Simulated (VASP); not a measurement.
Here is a VASP 6.6.1 calculation.

The input INCAR:

```
PREC = Accurate
ENCUT = 520
EDIFF = 1E-6
ISMEAR = 0
SIGMA = 0.1
LREAL = F
LASPH = T
NELM = 80
ALGO = Fast
ISIF = 2
LWAVE = F
LCHARG = F
GGA = PE
NBANDS = 28
```

KPOINTS

```
regular mesh
0
Gamma
  10 10 10
```

Contents of POSCAR:

```
Cs3Ge
1.0
   -3.2931377095      3.2931377095      4.7021285734
    3.2931377095     -3.2931377095      4.7021285734
    3.2931377095      3.2931377095     -4.7021285734
Cs Ge
3 1
Direct
    0.5000000000      0.5000000000      0.0000000000
    0.2500000000      0.7500000000      0.5000000000
    0.7500000000      0.2500000000      0.5000000000
    0.0000000000      0.0000000000      0.0000000000
```

Potentials or basis: VASP PAW PBE potentials, release 64 (Cs_sv, Ge_d).

Run with:

```bash
$ cat potpaw_PBE.64/Cs_sv/POTCAR potpaw_PBE.64/Ge_d/POTCAR > POTCAR
$ mpirun -np 1 vasp_std > vasp.out
```

**Question.** Predict the pressure.

**Answer.** 0.0 GPa.

**Question.** What does it give for the band gap on the k mesh?

**Answer.** Zero (an odd number of electrons rules out a gap without spin polarisation).

Caveat: spin-orbit coupling is left out, which moves the levels of the heavy elements.
